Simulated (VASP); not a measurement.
Write the native input for VASP 6.6.1 that does the following.

| Property | Result |
| --- | --- |
| Task | relaxation of cell and atoms |
| Functional | PBE |
| Potentials or basis | VASP PAW PBE potentials, release 64 (Mg, Zn, O) |
| Cutoff | 600 eV |
| k mesh | 12 × 12 × 4 |
| Occupations | gaussian, width 0.1 eV |
| Spin | no spin polarisation |
| Dipole correction | no |
| Further INCAR settings | ALGO = Normal; EDIFF = 1e-06; IBRION = 2; EDIFFG = -0.01; NSW = 100; ISIF = 3 |

The structure of Mg2Zn3O lies in POSCAR:

```
Mg2Zn3O
1.0
    3.0303385372      0.0000000000      0.0000000000
   -1.5151692686      2.6243501553      0.0000000000
    0.0000000000      0.0000000000     11.0935281680
Mg Zn O
2 3 1
Direct
    0.6666666667      0.3333333333      0.8875454856
    0.3333333333      0.6666666667      0.1124545144
    0.3333333333      0.6666666667      0.6816460061
    0.0000000000      0.0000000000      0.5000000000
    0.6666666667      0.3333333333      0.3183539939
    0.0000000000      0.0000000000      0.0000000000
```

The input as run:

INCAR

```
PREC     = Accurate       # precision mode
ENCUT    = 600            # plane-wave cutoff, eV
EDIFF    = 1E-6           # SCF threshold, eV
ISMEAR   = 0              # smearing method
SIGMA    = 0.1            # smearing width, eV
LREAL    = F              # projectors in reciprocal space
LASPH    = T              # aspherical terms in the spheres
NELM     = 100            # most SCF steps
ALGO     = Normal         # electronic algorithm
ISIF     = 3              # what is computed and relaxed
LWAVE    = F              # write WAVECAR
LCHARG   = F              # write CHGCAR
GGA      = PE             # functional
IBRION   = 2              # ionic algorithm
NSW      = 100            # ionic steps
EDIFFG   = -0.01          # ionic threshold
```

KPOINTS

```
regular mesh
0
Gamma
  12 12 4
```

Potentials or basis: VASP PAW PBE potentials, release 64 (Mg, Zn, O).

Run with:

```bash
$ cat potpaw_PBE.64/Mg/POTCAR potpaw_PBE.64/Zn/POTCAR potpaw_PBE.64/O/POTCAR > POTCAR
$ mpirun -np 1 vasp_std > vasp.out
```

Results of the run:

```
Relaxed volume                        : 14.64 Å³/atom
Relaxed cell                          : a = 3.017 Å, b = 3.017 Å, c = 11.142 Å, α = 90.00°, β = 90.00°, γ = 120.00°
Space group after relaxing (to 0.1 Å) : P-3m1 (No. 164)
Energy gained by relaxing             : 3.2 meV/atom
Ionic steps                           : 6
Pressure after relaxing               : 0.0 GPa
Largest force after relaxing          : 0.010 eV/Å
Band gap on the k mesh                : zero (bands 23 and 24 overlap by 1.71 eV)
```

Wall time 5.2 min on 1 thread of AMD EPYC 9R45 96-Core Processor (Zen 5) (shared host), peak memory 0.33 GiB.
